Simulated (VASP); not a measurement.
Here is a VASP 6.6.1 calculation.

INCAR

```
PREC = Accurate ; ENCUT = 520
EDIFF = 1E-7 ; ISMEAR = 0
SIGMA = 0.1 ; LREAL = False
LASPH = True ; NELM = 80
ALGO = Normal ; ISIF = 2
LWAVE = False ; LCHARG = False
GGA = PE ; NBANDS = 39
```

The input KPOINTS:

```
Automatic mesh
0
Gamma
  6 6 6
```

Contents of POSCAR:

```
Cd2S
1.0
    5.9328140571      0.0000000000      0.0000000000
    0.0000000000      5.9328140571      0.0000000000
    0.0000000000      0.0000000000      5.9328140571
Cd S
4 2
Direct
    0.2500000000      0.2500000000      0.2500000000
    0.2500000000      0.7500000000      0.7500000000
    0.7500000000      0.7500000000      0.2500000000
    0.7500000000      0.2500000000      0.7500000000
    0.0000000000      0.0000000000      0.0000000000
    0.5000000000      0.5000000000      0.5000000000
```

Potentials or basis: VASP PAW PBE potentials, release 64 (Cd, S).

Launch:

```console
$ cat potpaw_PBE.64/Cd/POTCAR potpaw_PBE.64/S/POTCAR > POTCAR
$ mpirun -np 1 vasp_std > vasp.out
```

**Question.** Estimate the pressure.

**Answer.** 0.2 GPa.

**Question.** What does it give for the band gap on the k mesh?

**Answer.** Zero (bands 30 and 31 overlap by 0.97 eV).
